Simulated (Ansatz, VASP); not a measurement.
**GaN in VASP and in Ansatz**

INCAR

```
  PREC = Accurate
  ENCUT = 520
  EDIFF = 1E-6
  ISMEAR = 0
  SIGMA = 0.05
  LREAL = F
  LASPH = T
  NELM = 100
  ALGO = Normal
  ISIF = 2
  LWAVE = F
  LCHARG = F
  GGA = CA
  NBANDS = 46
```

The input KPOINTS:

```
Automatic mesh
0
Gamma
  8 6 6
```

The input POSCAR:

```
GaN
1.0
   -3.1515767111      0.0000000000      0.0000000000
    0.0000000000      0.0000000000     -5.1382481593
    0.0000000000     -5.4586909876      0.0000000000
Ga N
4 4
Direct
    0.5000000000      0.0007012529      0.1666666667
    0.0000000000      0.0007012529      0.6666666667
    0.0000000000      0.5007012529      0.3333333333
    0.5000000000      0.5007012529      0.8333333333
    0.5000000000      0.6242987471      0.1666666667
    0.0000000000      0.6242987471      0.6666666667
    0.0000000000      0.1242987471      0.3333333333
    0.5000000000      0.1242987471      0.8333333333
```

Input for Ansatz:

```yaml
crystal:
  lattice:
    - [-3.1515767111, 0.0, 0.0]
    - [0.0, 0.0, -5.1382481593]
    - [0.0, -5.4586909876, 0.0]
  atoms:
    - { symbol: Ga, position: [0.5, 0.0007012529, 0.1666666667] }
    - { symbol: Ga, position: [0.0, 0.0007012529, 0.6666666667] }
    - { symbol: Ga, position: [0.0, 0.5007012529, 0.3333333333] }
    - { symbol: Ga, position: [0.5, 0.5007012529, 0.8333333333] }
    - { symbol: "N", position: [0.5, 0.6242987471, 0.1666666667] }
    - { symbol: "N", position: [0.0, 0.6242987471, 0.6666666667] }
    - { symbol: "N", position: [0.0, 0.1242987471, 0.3333333333] }
    - { symbol: "N", position: [0.5, 0.1242987471, 0.8333333333] }
basis:
  ecutwfc: 520.0
kpoints:
  mp_grid: { grid: [8, 6, 6] }
hamiltonian:
  xc: lda
  pseudopotentials: { kind: paw, azcp: { folder: soft_1 } }
scf:
  occupations: { method: gaussian, width: 0.05 }
output:
  forces: true
  stress: true
  eigenvalues: true
```

Alike in both runs: task single point; functional LDA; k mesh 8 × 6 × 6; occupations gaussian, width 0.05 eV; no spin polarisation.

|  | VASP | Ansatz |
| --- | --- | --- |
| version | VASP 6.6.1 | Ansatz 0.2.0 |
| potentials or method | VASP PAW LDA potentials, release 64 (Ga_d, N), cutoff 520 eV | scalar-relativistic, plane waves, PAW |
| valence electrons in the cell | 72 | 72 |

```csv
,VASP,Ansatz,Ansatz less VASP
gap on the k mesh at the Fermi level (eV),2.15,2.14,-0.010
least direct gap on the mesh (eV),2.15,2.14,-0.010
pressure (GPa),1.3,0.0,-1.32
```

Ansatz warns that its potentials were made for another functional, while VASP's fit it. LDA's correlation is that of Perdew and Zunger in VASP and of Perdew and Wang (1992) in Ansatz.
